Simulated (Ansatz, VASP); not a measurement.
## One calculation of Ti, two programs

Contents of INCAR:

```
PREC     = Accurate       # precision mode
ENCUT    = 400            # plane-wave cutoff, eV
EDIFF    = 1E-8           # SCF threshold, eV
ISMEAR   = -1             # smearing method
SIGMA    = 0.08           # smearing width, eV
LREAL    = F              # projectors in reciprocal space
LASPH    = T              # aspherical terms in the spheres
NELM     = 120            # most SCF steps
ALGO     = Normal         # electronic algorithm
ISIF     = 2              # what is computed and relaxed
LWAVE    = F              # write WAVECAR
LCHARG   = F              # write CHGCAR
GGA      = PS             # functional
LEFG     = T            
NBANDS   = 19             # bands
GGA_COMPAT= F
```

Contents of KPOINTS:

```
Automatic mesh
0
Gamma
  13 13 7
```

Contents of POSCAR:

```
Ti
1.0
    2.9499978604      0.0000000000      0.0000000000
   -1.4749989302      2.5547730882      0.0000000000
    0.0000000000      0.0000000000      4.8265800000
Ti
2
Direct
    0.3333333333      0.6666666667      0.2500000000
    0.6666666667      0.3333333333      0.7500000000
```

Input for Ansatz:

```yaml
crystal:
  lattice:
    - [2.9499978604, 0.0, 0.0]
    - [-1.4749989302, 2.5547730882, 0.0]
    - [0.0, 0.0, 4.82658]
  atoms:
    - { symbol: Ti, position: [0.3333333333, 0.6666666667, 0.25] }
    - { symbol: Ti, position: [0.6666666667, 0.3333333333, 0.75] }
kpoints:
  mp_grid: { grid: [13, 13, 7] }
scf:
  occupations: { method: fermi_dirac, width: 0.08 }
hamiltonian:
  xc: pbesol
  pseudopotentials: { kind: paw }
output:
  forces: true
  stress: true
  eigenvalues: true
  efg: { contact_densities: true }
```

Change from the starting cell: zz strain of +3 %, PAW files.

Alike in both runs: task electric field gradients; functional PBEsol; k mesh 13 × 13 × 7; occupations fermi-dirac, width 0.08 eV; no spin polarisation.

|  | VASP | Ansatz |
| --- | --- | --- |
| version | VASP 6.6.1 | Ansatz 0.2.0 |
| potentials or method | VASP PAW PBE potentials, release 64 (Ti_sv) | PAW with Ansatz's default frozen-core files, scalar-relativistic |
| plane-wave cutoff (eV) | 400 | 420 |
| valence electrons in the cell | 24 | 24 |

Ansatz gave:

| Item | Value |
| --- | --- |
| pressure (GPa) | -8.5 |
| traceless stress, the component that is largest in VASP (GPa) | -2.23 |
| size of Vzz on the site where it differs most (V/Å²) | 11.5 |

Estimate VASP's values.

pressure (GPa): -9.4; traceless stress, the component that is largest in VASP (GPa): -2.22; size of Vzz on the site where it differs most (V/Å²): 10.1.

VASP's potentials were made for PBE, not for PBEsol. The functional is the same, so the differences come from potentials, cutoffs and numerics.
